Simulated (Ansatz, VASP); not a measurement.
# Nb: VASP beside Ansatz

The input INCAR:

```
SYSTEM = Nb
ALGO = Normal
EDIFF = 1E-7
EDIFFG = -0.05
ENCUT = 500
GGA_COMPAT = .FALSE.
IBRION = 2
ISIF = 3
ISMEAR = 0
LASPH = .TRUE.
LCHARG = .FALSE.
LREAL = .FALSE.
LWAVE = .FALSE.
NELM = 120
NELMIN = 4
NSW = 100
PREC = Accurate
SIGMA = 0.1
```

KPOINTS

```
k-points
0
G
  8 8 8
  0 0 0
```

File POSCAR:

```
Nb
1.0
    0.0000000000      2.1150000000      2.1150000000
    2.1150000000      0.0000000000      2.1150000000
    2.1150000000      2.1150000000      0.0000000000
Nb
1
Direct
    0.0000000000      0.0000000000      0.0000000000
```

Input for Ansatz:

```yaml
crystal:
  lattice:
    - [0.0, 2.115, 2.115]
    - [2.115, 0.0, 2.115]
    - [2.115, 2.115, 0.0]
  atoms:
    - { symbol: Nb, position: [0.0, 0.0, 0.0] }
basis:
  ecutwfc: 420
kpoints:
  mp_grid: { grid: [8, 8, 8] }
hamiltonian:
  xc: lda
scf:
  occupations: { method: gaussian, width: 0.1 }
output:
  forces: true
  stress: true
  eigenvalues: true
relax:
  adjacent_minimum: "off"
  f_tol: 0.05
  max_steps: 80
  cell: { stress_tol: 0.5 }
```

Alike in both runs: task relaxation of cell and atoms; functional LDA; k mesh 8 × 8 × 8; occupations gaussian, width 0.1 eV; no spin polarisation.

```csv
,VASP,Ansatz
version,VASP 6.6.1,Ansatz 0.2.0
potentials or method,"VASP PAW LDA potentials, release 64 (Nb_sv), cutoff 500 eV","scalar-relativistic, plane waves, PAW"
valence electrons in the cell,13,13
```

```csv
,VASP,Ansatz,Ansatz less VASP
"gap on the k mesh at the Fermi level, each at its own relaxed structure (eV)",none,none,-
relaxed volume (Å³/atom),17.70,17.68,-0.023
relaxed cell length with the largest relative difference (Å),2.925,2.924,-0.0013
```

LDA's correlation is that of Perdew and Zunger in VASP and of Perdew and Wang (1992) in Ansatz. A gap of «none» marks a metal or a gap that the smearing closes.
